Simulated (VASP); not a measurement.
Input of a VASP 6.6.1 run:

File INCAR:

```
SYSTEM = Se
ALGO = Normal
EDIFF = 1E-6
ENCUT = 520
GGA = PE
ISIF = 2
ISMEAR = 0
LASPH = .True.
LCHARG = .False.
LREAL = .False.
LWAVE = .False.
NBANDS = 9
NELM = 100
PREC = Accurate
SIGMA = 0.1
```

File KPOINTS:

```
k-points
0
Gamma
  15 15 15
  0 0 0
```

POSCAR

```
Se
1.0
    1.9189442372      1.1079029719      1.5628083068
   -1.9189442372      1.1079029719      1.5628083068
    0.0000000000     -2.2158059438      1.5628083068
Se
1
Direct
    0.0000000000      0.0000000000      0.0000000000
```

Potentials or basis: VASP PAW PBE potentials, release 64 (Se).

Run with:

```bash
$ cat potpaw_PBE.64/Se/POTCAR > POTCAR
$ mpirun -np 1 vasp_std > vasp.out
```

What does it give for the band gap on the k mesh?

Zero (bands 3 and 4 overlap by 7.09 eV).

Estimate the pressure.

12.1 GPa.

Stress tensor (GPa, compression positive):
```
12.13  0.00  0.00
 0.00 12.13  0.00
 0.00  0.00 12.03
```

Caveat: the cell stands under pressure.
